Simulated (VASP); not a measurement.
# Si62C (a cell with a defect) in VASP: notebook, part 2 of 2

VASP 6.6.1. The steps go on from the part before.

## Step 3: Single point, PBE

File INCAR:

```
PREC     = Accurate       # precision mode
ENCUT    = 520            # plane-wave cutoff, eV
EDIFF    = 1E-6           # SCF threshold, eV
ISMEAR   = -1             # smearing method
SIGMA    = 0.02           # smearing width, eV
LREAL    = Auto         
LASPH    = True           # aspherical terms in the spheres
NELM     = 80             # most SCF steps
ALGO     = Normal         # electronic algorithm
ISIF     = 2              # what is computed and relaxed
LWAVE    = False          # write WAVECAR
LCHARG   = True           # write CHGCAR
GGA      = PE             # functional
LELF     = True           # ELF
LVHAR    = True         
NBANDS   = 163            # bands
```

File KPOINTS:

```
regular mesh
0
Gamma
  1 1 1
```

File POSCAR:

```
Si62C
1.0
   10.8600000000      0.0000000000      0.0000000000
    0.0000000000     10.8600000000      0.0000000000
    0.0000000000      0.0000000000     10.8600000000
Si C
62 1
Direct
    0.4999190608      0.0000809392      0.0023024862
    0.6284772560      0.1201355433      0.1296632597
    0.7488384899      0.2505706262      0.0005706262
    0.8801395948      0.3739668508      0.1239668508
    0.7501848987     -0.0092335175      0.2600010129
    0.8750244936      0.1244553407      0.3749755064
    0.0002312155     -0.0046771639      0.0001213628
    0.1268486188      0.1201072744      0.1231513812
    0.2507100368      0.2492899632     -0.0007100368
    0.3798927256      0.3731513812      0.1231513812
    0.5046771639      0.4997687845      0.0001213628
    0.6314239411      0.6254810313      0.1315532228
    0.7499675875      0.7500324125      0.0005639042
    0.8745189687      0.8685760589      0.1315532228
    0.2498786372     -0.0046771639      0.2497687845
    0.3743457643      0.1256542357      0.3754995396
    0.5046771639      0.2501213628      0.2497687845
    0.6314239411      0.3815532228      0.3754810313
    0.7660725599      0.5025037753      0.2525037753
    0.5002523020     -0.0002523020      0.5009453959
    0.6232245856      0.1262099448      0.6267754144
    0.7499675875      0.2505639042      0.5000324125
    0.8745189687      0.3815532228      0.6185760589
    0.7490546041     -0.0002523020      0.7497476980
    0.8745004604      0.1256542357      0.8756542357
    0.0023883978      0.4976116022     -0.0051476980
    0.1260331492      0.6198604052      0.1239668508
    0.2494293738      0.7511615101      0.0005706262
    0.3798644567      0.8715227440      0.1296632597
    0.0023883978      0.2448523020      0.2476116022
    0.1260331492      0.3739668508      0.3698604052
    0.2551476980      0.4976116022      0.2476116022
    0.3755446593      0.6249755064      0.3749755064
    0.5092335175      0.7498151013      0.2600010129
    0.6367004604      0.8632995396      0.4024453039
   -0.0100010129     -0.0092335175      0.4998151013
    0.1203367403      0.1201355433      0.6215227440
    0.2494293738      0.2505706262      0.5011615101
    0.3798644567      0.3796632597      0.6215227440
    0.5092335175      0.5100010129      0.4998151013
    0.6367004604      0.6524453039      0.6132995396
    0.8475546961      0.8632995396      0.6132995396
    0.2476975138      0.0000809392      0.7500809392
    0.3747844383      0.1252155617      0.8752155617
    0.4999190608      0.2523024862      0.7500809392
    0.6284772560      0.3796632597      0.8701355433
    0.7501848987      0.5100010129      0.7407664825
    0.8750244936      0.6249755064      0.8744553407
   -0.0025037753      0.7339274401      0.2525037753
    0.1184467772      0.8685760589      0.3754810313
   -0.0025037753      0.5025037753      0.4839274401
    0.1184467772      0.6254810313      0.6185760589
    0.2494360958      0.7500324125      0.5000324125
    0.3737900552      0.8767754144      0.6267754144
    0.0002312155      0.2501213628      0.7453228361
    0.1268486188      0.3731513812      0.8701072744
    0.2498786372      0.4997687845      0.7453228361
    0.3743457643      0.6254995396      0.8756542357
    0.5002523020      0.7509453959      0.7497476980
    0.6232245856      0.8767754144      0.8762099448
   -0.0100010129      0.7498151013      0.7407664825
    0.1203367403      0.8715227440      0.8701355433
    0.7140318600      0.7859681400      0.5359681400
```

Potentials or basis: VASP PAW PBE potentials, release 64 (Si, C).

Started as:

```sh
$ cat potpaw_PBE.64/Si/POTCAR potpaw_PBE.64/C/POTCAR > POTCAR
$ mpirun -np 1 vasp_gam > vasp.out
```

OUTCAR:

```text
PREC = Accurate
   ENCUT = 520
   EDIFF = 1E-6
   ISMEAR = -1
   LREAL = Auto
   LASPH = True
   NELM = 80
   ISIF = 2
   GGA = PE

 ion  position               nearest neighbor table
   1  0.500  0.000  0.002-  60 2.34  29 2.36   2 2.36  44 2.37
   2  0.628  0.120  0.130-  17 2.35   1 2.36   3 2.38   5 2.39
   3  0.749  0.251  0.001-  25 2.35   4 2.37   2 2.38  46 2.38
   4  0.880  0.374  0.124-  19 2.33  26 2.35  30 2.35   3 2.37
   5  0.750  0.991  0.260-   6 2.35  14 2.35   2 2.39  35 2.41
   6  0.875  0.124  0.375-   5 2.35  36 2.35  30 2.35  22 2.36
[... 10 lines left out ...]
  17  0.505  0.250  0.250-   2 2.35  10 2.35  16 2.39  18 2.41
[... 32 lines left out ...]
  50  0.118  0.869  0.375-  53 2.35  36 2.35  49 2.38  15 2.41
  51  0.997  0.503  0.484-  31 2.33  23 2.38  52 2.38
  52  0.118  0.625  0.619-  53 2.35  61 2.35  51 2.38  57 2.41
  53  0.249  0.750  0.500-  50 2.35  52 2.35  33 2.36  54 2.37
  54  0.374  0.877  0.627-  43 2.34  20 2.35  59 2.35  53 2.37
  55  0.000  0.250  0.745-  37 2.35  56 2.35  25 2.39  23 2.41
  56  0.127  0.373  0.870-  26 2.34  55 2.35  57 2.35   9 2.36
  57  0.250  0.500  0.745-  39 2.35  56 2.35  58 2.39  52 2.41
  58  0.374  0.625  0.876-  28 2.35  59 2.37  57 2.39  11 2.39
  59  0.500  0.751  0.750-  41 2.35  54 2.35  60 2.35  58 2.37
  60  0.623  0.877  0.876-   1 2.34  24 2.35  59 2.35  13 2.37
  61  0.990  0.750  0.741-  48 2.35  52 2.35  62 2.39  42 2.41
  62  0.120  0.872  0.870-   7 2.35  43 2.36  28 2.38  61 2.39
  63  0.714  0.786  0.536-  35 1.87  41 1.87  42 1.87

  LATTYP: Found a simple cubic cell.
 ALAT       =    10.8600000000

  Lattice vectors:

 A1 = (  10.8600000000,   0.0000000000,   0.0000000000)
 A2 = (   0.0000000000,  10.8600000000,   0.0000000000)
 A3 = (   0.0000000000,   0.0000000000,  10.8600000000)

Analysis of symmetry for initial positions (statically):
=====================================================================
 Subroutine PRICEL returns:
 Original cell was already a primitive cell.

 Routine SETGRP: Setting up the symmetry group for a
 simple cubic supercell.

 Subroutine GETGRP returns: Found  6 space group operations
 (whereof  1 operations were pure point group operations)
 out of a pool of 48 trial point group operations.

The static configuration has the point symmetry C_1 .
 The point group associated with its full space group is C_3v.

Analysis of symmetry for dynamics (positions and initial velocities):
=====================================================================
 Subroutine PRICEL returns:
 Original cell was already a primitive cell.

 Routine SETGRP: Setting up the symmetry group for a
 simple cubic supercell.

 Subroutine GETGRP returns: Found  6 space group operations
 (whereof  1 operations were pure point group operations)
 out of a pool of 48 trial point group operations.

The dynamic configuration has the point symmetry C_1 .
 The point group associated with its full space group is C_3v.

 Subroutine INISYM returns: Found  6 space group operations
 (whereof  1 operations are pure point group operations),
 and found     1 'primitive' translations

----------------------------------------------------------------------------------------

                                     Primitive cell

  volume of cell :    1280.8241
[... 162 lines left out ...]
 ===========================================

 Found      1 irreducible k-points:

 Following reciprocal coordinates:
            Coordinates               Weight
  0.000000  0.000000  0.000000      1.000000
   k-points           NKPTS =      1   k-points in BZ     NKDIM =      1   number of bands    NBANDS=    163
   number of dos      NEDOS =    301   number of ions     NIONS =     63
   total plane-waves  NPLWV = 592704
   dimension x,y,z NGX =    84 NGY =   84 NGZ =   84
   dimension x,y,z NGXF=   168 NGYF=  168 NGZF=  168
   ions per type =              62   1
   NGX,Y,Z   is equivalent  to a cutoff of  12.86, 12.86, 12.86 a.u.
   NGXF,Y,Z  is equivalent  to a cutoff of  25.72, 25.72, 25.72 a.u.
 SYSTEM =  unknown system
   PREC   = accura    normal or accurate (medium, high low for compatibility)
   ISTART =      0    job   : 0-new  1-cont  2-samecut
   ICHARG =      2    charge: 1-file 2-atom 10-const
   ISPIN  =      1    spin polarized calculation?
   LNONCOLLINEAR =      F non collinear calculations
   LSORBIT =      F    spin-orbit coupling
   LASPH  =      T    aspherical Exc in radial PAW
   ENCUT  =  520.0 eV  38.22 Ry    6.18 a.u.  20.19 20.19 20.19*2*pi/ulx,y,z
   NELM   =     80;   NELMIN=  2; NELMDL= -5     # of ELM steps
   EDIFF  = 0.1E-05   stopping-criterion for ELM
   LREAL  =      T    real-space projection
   EDIFFG = 0.1E-04   stopping-criterion for IOM
   NSW    =      0    number of steps for IOM
   IBRION =     -1    ionic relax: 0-MD 1-quasi-New 2-CG
   NFREE  =      0    steps in history (QN), initial steepest desc. (CG)
   ISIF   =      2    stress and relaxation
   ISYM   =      2    0-nonsym 1-usesym 2-fastsym
   POTIM  = 0.5000    time-step for ionic-motion
   TEBEG  =    0.0;   TEEND  =   0.0 temperature during run
   PSTRESS=    0.0 pullay stress
   NELECT =     252.0000    total number of electrons
   NUPDOWN=      -1.0000    fix difference up-down
   EMIN   =  10.00;   EMAX   =-10.00  energy-range for DOS
   EFERMI =   0.00;   METHOD = LEGACY
   ISMEAR =    -1;   SIGMA  =   0.02  broadening in eV -4-tet -1-fermi 0-gaus
   EFERMI_NEDOS =   21; number of points for ismear=-14 and -15
   IALGO  =     38    algorithm
   IMIX   =      4    mixing-type and parameters
     AMIX     =   0.40;   BMIX     =  1.00
     AMIX_MAG =   1.60;   BMIX_MAG =  1.00
  volume/ion in A,a.u.               =      20.33       137.20
  Fermi-wavevector in a.u.,A,eV,Ry     =   0.952164  1.799329 12.335269  0.906617
  Thomas-Fermi vector in A             =   2.080702
   LORBIT       =      0    0 simple, 1 ext, 2 COOP (PROOUT), +10 PAW based schemes
   GGA     = PE    functional components
   LHFCALC =     F    Hartree Fock is set to
   AEXX    =    0.0000 exact exchange contribution
   IVDW    =     0    specifies the selected vdW correction
   LEPSILON=     F    determine dielectric tensor
   LRPA    =     F    only Hartree local field effects (RPA)
 non-spin polarized calculation
  energy-cutoff  :      520.00
  volume of cell :     1280.82
 maximum number of plane-waves:     17229
 NGX is ok and might be reduce to    84
   NGX = 41   NGY = 41   NGZ = 41

 number of electron     251.9999987 magnetization

 Free energy of the ion-electron system (eV)
  ---------------------------------------------------
  ext. energy  EPLUGINS =         0.00000000
  ---------------------------------------------------
  free energy    TOTEN  =      -335.24568797 eV

  energy without entropy =     -335.24409413  energy(sigma->0) =     -335.24489105

 E-fermi :   6.0344     XC(G=0):  -9.3026

 val. band max:        5.9165051962   @ k =   0.0000   0.0000   0.0000
 cond. band min:       6.1661152664   @ k =   0.0000   0.0000   0.0000
 fundamental gap:      0.2496100702
 Fermi energy:         6.0343644758

 k-point     1 :       0.0000    0.0000    0.0000
  band No.  band energies     occupation
      1      -6.6063      2.00000
      2      -6.0500      2.00000
      3      -5.1986      2.00000
      4      -5.1986      2.00000
      5      -5.1792      2.00000
      6      -5.1792      2.00000
[... 130 lines left out ...]
    137       6.7901      0.00000
    138       6.9378      0.00000
 [bands above 138 left out]

------------------------ aborting loop because EDIFF is reached ----------------------------------------

  FORCE on cell =-STRESS in cart. coord.  units (eV):
  Direction    XX          YY          ZZ          XY          YZ          ZX
  --------------------------------------------------------------------------------------
  -------------------------------------------------------------------------------------
  Total        5.8604473      5.8604473      5.8604473     -8.4007105      8.4007105     -8.4007105
  in kB        7.3308084      7.3308084      7.3308084    -10.5084128     10.5084128    -10.5084128
  external PRESSURE =       7.3308084 kB  Pullay stress =       0.0000000 kB

 VOLUME and BASIS-vectors are now :
 -----------------------------------------------------------------------------
  energy-cutoff  :      520.00
  volume of cell :     1280.82
      direct lattice vectors                 reciprocal lattice vectors
    10.860000000  0.000000000  0.000000000     0.092081031  0.000000000  0.000000000
     0.000000000 10.860000000  0.000000000     0.000000000  0.092081031  0.000000000
     0.000000000  0.000000000 10.860000000     0.000000000  0.000000000  0.092081031

 POSITION                                       TOTAL-FORCE (eV/Angst)
 -----------------------------------------------------------------------------------
      5.42912      0.00088      0.02501         0.008182     -0.008182     -0.007621
      6.82526      1.30467      1.40814        -0.004396     -0.000905      0.004257
      8.13239      2.72120      0.00620        -0.004945      0.005660      0.005660
      9.55832      4.06128      1.34628        -0.008695     -0.001422     -0.001422
      8.14701     10.75972      2.82361         0.010217     -0.007026     -0.016742
      9.50277      1.35159      4.07223        -0.015105      0.000721      0.015105
[... 55 lines left out ...]
      1.30686      9.46474      9.44967        -0.004257      0.004396     -0.000905
      7.75439      8.53561      5.82061         0.004672     -0.004672     -0.004672
 -----------------------------------------------------------------------------------
    total drift:                               -0.018139      0.018139      0.018139

  FREE ENERGIE OF THE ION-ELECTRON SYSTEM (eV)
  ---------------------------------------------------
  free  energy   TOTEN  =      -335.2456879661 eV

  energy  without entropy=     -335.2440941326  energy(sigma->0) =     -335.24489105
```

Wall time 4.2 min (1 thread of Intel Xeon Platinum 8488C (Sapphire Rapids), shared host); peak memory 1 GiB.

Results:

- Free energy: -335.2457 eV
- Pressure: 0.7 GPa
- Largest force: 0.035 eV/Å

Forces on the atoms (eV/Å):
```
Si   0.008 -0.008 -0.008
Si  -0.004 -0.001  0.004
Si  -0.005  0.006  0.006
Si  -0.009 -0.001 -0.001
Si   0.010 -0.007 -0.017
Si  -0.015  0.001  0.015
Si  -0.008  0.004  0.001
Si   0.001 -0.010 -0.001
Si  -0.012  0.012  0.012
Si   0.010 -0.001 -0.001
Si  -0.004  0.008  0.001
Si  -0.002 -0.010 -0.013
Si  -0.010  0.010  0.022
Si   0.010  0.002 -0.013
Si  -0.001  0.004  0.008
Si  -0.004  0.004 -0.001
Si  -0.004  0.001  0.008
Si  -0.002 -0.013 -0.010
Si   0.000  0.007  0.007
Si  -0.010  0.010  0.026
Si   0.016 -0.024 -0.016
Si  -0.010  0.022  0.010
Si   0.010 -0.013  0.002
Si  -0.026  0.010  0.010
Si   0.001  0.004  0.004
Si   0.000  0.000 -0.005
Si   0.001  0.009 -0.001
Si  -0.006  0.005  0.006
Si   0.001  0.004  0.004
Si   0.000 -0.005  0.000
Si   0.001 -0.001  0.009
Si   0.005  0.000  0.000
Si  -0.001  0.015  0.015
Si   0.007 -0.010 -0.017
Si  -0.013  0.013 -0.029
Si   0.017 -0.007 -0.010
Si  -0.004 -0.001  0.004
Si  -0.006  0.006  0.005
Si   0.001  0.004  0.004
Si   0.007 -0.017 -0.010
Si  -0.013 -0.029  0.013
Si   0.029  0.013  0.013
Si   0.008 -0.008 -0.008
Si   0.002 -0.002 -0.002
Si   0.008 -0.008 -0.008
Si  -0.004  0.004 -0.001
Si   0.010 -0.017 -0.007
Si  -0.015  0.015  0.001
Si  -0.007  0.000  0.007
Si   0.013  0.002 -0.010
Si  -0.007  0.007  0.000
Si   0.013 -0.010  0.002
Si  -0.022  0.010  0.010
Si   0.024 -0.016 -0.016
Si  -0.008  0.001  0.004
Si   0.001 -0.001 -0.010
Si  -0.001  0.008  0.004
Si  -0.004 -0.001  0.004
Si  -0.010  0.026  0.010
Si   0.016 -0.016 -0.024
Si   0.017 -0.010 -0.007
Si  -0.004  0.004 -0.001
C    0.005 -0.005 -0.005
```

Levels at points of the mesh, in eV from the Fermi level:
```csv
k point,band 122,band 123,band 124,band 125,band 126,band 127,band 128,band 129,band 130,band 131
"(0.00, 0.00, 0.00)",-1.49,-0.94,-0.67,-0.67,-0.12,0.13,0.13,0.34,0.34,0.34
```

Caveat: the k points lie up to 0.58 Å⁻¹ apart.
